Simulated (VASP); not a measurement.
Wanted: the native input for a VASP 6.6.1 run.

- Task: single point
- Functional: LDA
- Potentials or basis: VASP PAW LDA potentials, release 64 (Ta_pv, F)
- Cutoff: 520 eV
- k mesh: 6 × 6 × 1
- Occupations: gaussian, width 0.1 eV
- Spin: collinear spin
- Starting moments: [0.0, 0.0, 0.0, 0.0, 0.0, 0.0, 1.0] μB
- Dipole correction: yes
- Further INCAR settings: ALGO = Normal; EDIFF = 1e-07; NBANDS = 50

The structure of Ta6F lies in POSCAR:

```
Ta6F
1.0
    4.6002247516      0.0000000000      0.0000000000
   -2.3001123758      3.9839114980      0.0000000000
    0.0000000000      0.0000000000     21.4017722141
Ta F
6 1
Direct
    0.6666666667      0.3333333333      0.1869004099
    0.3333333333      0.6666666667      0.2307760729
    0.0000000000      0.0000000000      0.2746517360
    0.6666666667      0.3333333333      0.3157775353
    0.3333333333      0.6666666667      0.3543568624
    0.0000000000      0.0000000000      0.3925736677
    0.5555555556     -0.5555555556      0.5248057078
```

One way to write it, as run:

INCAR

```
SYSTEM = Ta6F
ALGO = Normal ; DIPOL = 0.5 0.5 0.326
EDIFF = 1E-7 ; ENCUT = 520
GGA = CA ; IDIPOL = 3
ISIF = 2 ; ISMEAR = 0
ISPIN = 2 ; LASPH = .True.
LCHARG = .True. ; LDIPOL = .True.
LELF = .True. ; LMAXMIX = 4
LORBIT = 11 ; LREAL = .False.
LVACPOTAV = .True. ; LVHAR = .True.
LWAVE = .False. ; MAGMOM = 0 0 0 0 0 0 1
NBANDS = 50 ; NELM = 150
PREC = Accurate ; SIGMA = 0.1
```

KPOINTS

```
k-points
0
Gamma
  6 6 1
  0 0 0
```

Potentials or basis: VASP PAW LDA potentials, release 64 (Ta_pv, F).

Command:

```bash
$ cat potpaw_LDA.64/Ta_pv/POTCAR potpaw_LDA.64/F/POTCAR > POTCAR
$ mpirun -np 1 vasp_std > vasp.out
```

It gave:

| Quantity | Value |
| --- | --- |
| Largest force | 2.366 eV/Å |
| Net moment | -0.07 μB per cell |
| Site moments | Ta -0.00, +0.00, +0.01 (each value once); F -0.07 μB |
| Valence electrons inside the program's atomic spheres | Ta 8.83, 9.07, 9.01, 9.11, 8.90 (each value once); F 5.86 |

It took 67 min on 1 thread of Oxide Virtual Turin-like Processor, with other jobs on the host, peak memory 0.62 GiB.
